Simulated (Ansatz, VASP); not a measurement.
**Two plane-wave programs on Cu**

```
Cu
1.0
     2.51378    0.00000    0.00000
    -1.25689    2.17700    0.00000
     0.00000    0.00000    8.20636
Cu
4
Direct
  0.66667 0.33333 0.75000
  0.00000 0.00000 0.50000
  0.33333 0.66667 0.25000
  0.00000 0.00000 0.00000
```

Alike in both runs: task single point; functional r2SCAN; k mesh 12 × 12 × 4; occupations fermi-dirac, width 0.05 eV; no spin polarisation.

|  | VASP | Ansatz |
| --- | --- | --- |
| version | VASP 6.6.1 | Ansatz 0.2.0 |
| potentials or method | VASP PAW PBE potentials, release 64 (Cu_sv_GW) | Ansatz PAW |
| plane-wave cutoff (eV) | 900 | 500 |
| valence electrons in the cell | 76 | 76 |

```csv
,VASP,Ansatz,Ansatz less VASP
gap on the k mesh at the Fermi level (eV),none,none,-
pressure (GPa),2.6,3.4,+0.80
"traceless stress, the component that is largest in VASP (GPa)",-0.31,-0.39,-0.081
```

VASP's potentials were made for PBE, not for r2SCAN. A gap of «none» marks a metal or a gap that the smearing closes. With one functional, cell and mesh, what is left measures potentials, basis and numerics.
